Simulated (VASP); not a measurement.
# Pd (Pm-3m) in VASP: notebook, part 2 of 2

VASP 6.6.1. Earlier steps stand in the parts before.

### Step 5. Relaxation of cell and atoms, LDA

This run uses another cell than the first one, of 16.19 Å³/atom, 0.990 times its volume.

Contents of INCAR:

```
SYSTEM = Pd
PREC = Accurate ; ENCUT = 500
EDIFF = 1E-7 ; ISMEAR = -1
SIGMA = 0.05 ; LREAL = .False.
LASPH = .True. ; NELM = 120
ALGO = Normal ; ISIF = 3
LWAVE = .False. ; LCHARG = .False.
IBRION = 2 ; NSW = 80
EDIFFG = -0.01 ; GGA_COMPAT = .False.
NELMIN = 4
```

Contents of KPOINTS:

```
regular mesh
0
Gamma
  9 9 9
  0 0 0
```

Contents of POSCAR:

```
Pd
1.0
    2.5300000000      0.0000000000      0.0000000000
    0.0000000000      2.5300000000      0.0000000000
    0.0000000000      0.0000000000      2.5300000000
Pd
1
Direct
    0.0000000000      0.0000000000      0.0000000000
```

Potentials or basis: VASP PAW LDA potentials, release 64 (Pd).

Run with:

```
$ cat potpaw_LDA.64/Pd/POTCAR > POTCAR
$ mpirun -np 1 vasp_std > vasp.out
```

OUTCAR:

```text
SYSTEM = Pd
   PREC = Accurate
   ENCUT = 500
   EDIFF = 1E-7
   ISMEAR = -1
   LREAL = .False.
   LASPH = .True.
   NELM = 120
   ISIF = 3
   IBRION = 2
   NSW = 80
   EDIFFG = -0.01
   NELMIN = 4

 ion  position               nearest neighbor table
   1  0.000  0.000  0.000-

  LATTYP: Found a simple cubic cell.
 ALAT       =     2.5300000000

  Lattice vectors:

 A1 = (   2.5300000000,   0.0000000000,   0.0000000000)
 A2 = (   0.0000000000,   2.5300000000,   0.0000000000)
 A3 = (   0.0000000000,   0.0000000000,   2.5300000000)

Analysis of symmetry for initial positions (statically):
=====================================================================
 Subroutine PRICEL returns:
 Original cell was already a primitive cell.

 Routine SETGRP: Setting up the symmetry group for a
 simple cubic supercell.

 Subroutine GETGRP returns: Found 48 space group operations
 (whereof 48 operations were pure point group operations)
 out of a pool of 48 trial point group operations.

The static configuration has the point symmetry O_h .

[... 166 lines left out ...]
  --------------------------------------------------------------------------------------
  -------------------------------------------------------------------------------------
  Total        0.1681238      0.1681238      0.1681238     -0.0000000      0.0000000     -0.0000000
  in kB       16.6332966     16.6332966     16.6332966     -0.0000000      0.0000000     -0.0000000
  external PRESSURE =      16.6332966 kB  Pullay stress =       0.0000000 kB
[... 57 lines left out ...]
--------------------------------------- Ionic step        3  -------------------------------------------

 number of electron       9.9999995 magnetization

 Free energy of the ion-electron system (eV)
  ---------------------------------------------------
  ext. energy  EPLUGINS =         0.00000000
  ---------------------------------------------------
  free energy    TOTEN  =        -5.88715568 eV

  energy without entropy =       -5.87428231  energy(sigma->0) =       -5.88071900

 E-fermi :   8.1102     XC(G=0): -12.7683

 val. band max:        8.0828317669   @ k =   0.2222   0.1111   0.0000
 cond. band min:       8.1465111830   @ k =   0.3333   0.1111   0.0000
 fundamental gap:      0.0636794161
 Fermi energy:         8.1102023387

 k-point     1 :       0.0000    0.0000    0.0000
  band No.  band energies     occupation
      1       1.5996      2.00000
      2       3.0817      2.00000
      3       3.0817      2.00000
      4       8.2391      0.14111
      5       8.2391      0.14111
      6       8.2391      0.14111
      7      25.1374      0.00000
      8      25.1374      0.00000
      9      25.1374      0.00000
[... 265 lines left out ...]
 k-point    24 :       0.4444    0.3333    0.1111
  band No.  band energies     occupation
      1       3.5301      2.00000
      2       4.6161      2.00000
      3       6.2156      2.00000
      4       6.5897      2.00000
      5       7.7555      1.99834
      6      12.0682      0.00000
      7      15.1816      0.00000
      8      22.1159      0.00000
      9      24.3996      0.00000

 [... further k-points ...]
[... 5 lines left out ...]
  --------------------------------------------------------------------------------------
  -------------------------------------------------------------------------------------
  Total       -0.0006303     -0.0006303     -0.0006303     -0.0000000      0.0000000     -0.0000000
  in kB       -0.0617551     -0.0617551     -0.0617551     -0.0000000      0.0000000     -0.0000000
  external PRESSURE =      -0.0617551 kB  Pullay stress =       0.0000000 kB
[... 16 lines left out ...]
  FREE ENERGIE OF THE ION-ELECTRON SYSTEM (eV)
  ---------------------------------------------------
  free  energy   TOTEN  =        -5.8871556833 eV

  energy  without entropy=       -5.8742823135  energy(sigma->0) =       -5.88071900

 reached required accuracy - stopping structural energy minimisation
```

CONTCAR:

```text
Pd
   1.00000000000000
     2.5382526510549446   -0.0000000000000000   -0.0000000000000000
    -0.0000000000000000    2.5382526510549446    0.0000000000000000
    -0.0000000000000000    0.0000000000000000    2.5382526510549446
  Pd
     1
Direct
     0.0000000000000000    0.0000000000000000    0.0000000000000000

  0.00000000E+00  0.00000000E+00  0.00000000E+00
```

It took 18 s on 1 thread of AMD EPYC 7R13, shared host; peak memory 0.09 GiB.

What came out:

```
Free energy                            : -5.8872 eV
Relaxed volume                         : 16.35 Å³/atom
Relaxed cell                           : a = 2.538 Å, b = 2.538 Å, c = 2.538 Å, α = 90.00°, β = 90.00°, γ = 90.00°
Space group after relaxing (to 0.05 Å) : Pm-3m (No. 221)
Energy gained by relaxing              : 0.8 meV/atom
Ionic steps                            : 3
Pressure after relaxing                : 0.0 GPa
Band gap on the k mesh                 : zero (band 5 reaches 9.30 eV, above the bottom of band 6 at 7.56 eV)
```

The path:
```csv
step,energy change (eV),largest force (eV/Å),pressure (GPa),volume (Å³)
1,0.0000,0.0000,1.66,16.19
2,0.0009,0.0000,-2.32,16.59
3,-0.0008,0.0000,-0.01,16.35
```

Final structure:
```xyz
1
Lattice="2.5383 0.0000 0.0000 0.0000 2.5383 0.0000 0.0000 0.0000 2.5383" Properties=species:S:1:pos:R:3 pbc="T T T"
Pd    0.0000    0.0000    0.0000
```

### Step 6. Summary

```csv
task,cell,gap on the mesh (eV),pressure (GPa)
single point,"a = 2.538 Å, 1 atom",none,0.0
single point,"a = 2.526 Å, 1 atom",none,2.6
single point,"a = 2.551 Å, 1 atom",none,-2.4
relaxation of cell and atoms,"relaxed from a = 2.530 Å, 1 atom",none,0.0
```

Alike in all rows: level LDA; potentials or basis VASP PAW LDA potentials, release 64 (Pd); no spin polarisation; k mesh 9 × 9 × 9; cutoff (eV) 500; smearing fermi-dirac 0.05 eV.

Total energies depend on the potentials used, so only differences within one code and one set of settings carry meaning.
